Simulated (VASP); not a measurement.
Write the native input for VASP 6.6.1 that does the following.

- Task: single point
- Functional: PBEsol
- Potentials or basis: VASP PAW PBE potentials, release 64 (Sn_d, S)
- Cutoff: 500 eV
- k mesh: 4 × 8 × 6
- Occupations: gaussian, width 0.05 eV
- Spin: no spin polarisation
- Dipole correction: no
- Further INCAR settings: ALGO = Normal; EDIFF = 1e-06; NBANDS = 50

The structure of SnS lies in POSCAR:

```
SnS
1.0
   11.0967523774      0.0000000000      0.0000000000
    0.0000000000      4.1039404955      0.0000000000
    0.0000000000      0.0000000000      4.2315428581
Sn S
4 4
Direct
    0.1185767382      0.2500000000      0.1101694999
    0.3814232618      0.7500000000      0.6101694999
    0.6185767382      0.2500000000      0.3898305001
    0.8814232618      0.7500000000      0.8898305001
    0.8533462424      0.2500000000      0.4747534667
    0.6466537576      0.7500000000      0.9747534667
    0.3533462424      0.2500000000      0.0252465333
    0.1466537576      0.7500000000      0.5252465333
```

This cell differs from its parent crystal: strain +0.0300 x Voigt [0, 1, 0, 0, 0, 0].

One way to write it, as run:

INCAR

```
SYSTEM = SnS
PREC = Accurate
ENCUT = 500
EDIFF = 1E-6
ISMEAR = 0
SIGMA = 0.05
LREAL = .FALSE.
LASPH = .TRUE.
NELM = 120
ALGO = Normal
ISIF = 2
LWAVE = .FALSE.
LCHARG = .TRUE.
GGA = PS
LELF = .TRUE.
LVHAR = .TRUE.
NBANDS = 50
GGA_COMPAT = .FALSE.
```

KPOINTS

```
Automatic mesh
0
G
  4 8 6
  0 0 0
```

Potentials or basis: VASP PAW PBE potentials, release 64 (Sn_d, S).

Launch:

```bash
$ cat potpaw_PBE.64/Sn_d/POTCAR potpaw_PBE.64/S/POTCAR > POTCAR
$ mpirun -np 1 vasp_std > vasp.out
```

It gave:

```
Pressure               : -1.8 GPa
Largest force          : 0.113 eV/Å
Band gap on the k mesh : 1.03 eV (least direct gap 1.06 eV)
```

Caveat: the cell differs from its parent crystal (strain +0.0300 x Voigt [0, 1, 0, 0, 0, 0]); the PAW data sets were made with another functional, which shifts forces and pressure a little; spin-orbit coupling is left out, which moves the levels of the heavy elements.

Run time: 9.3 min on 1 thread of Oxide Virtual Turin-like Processor, with other jobs on the host, peak memory 0.49 GiB.
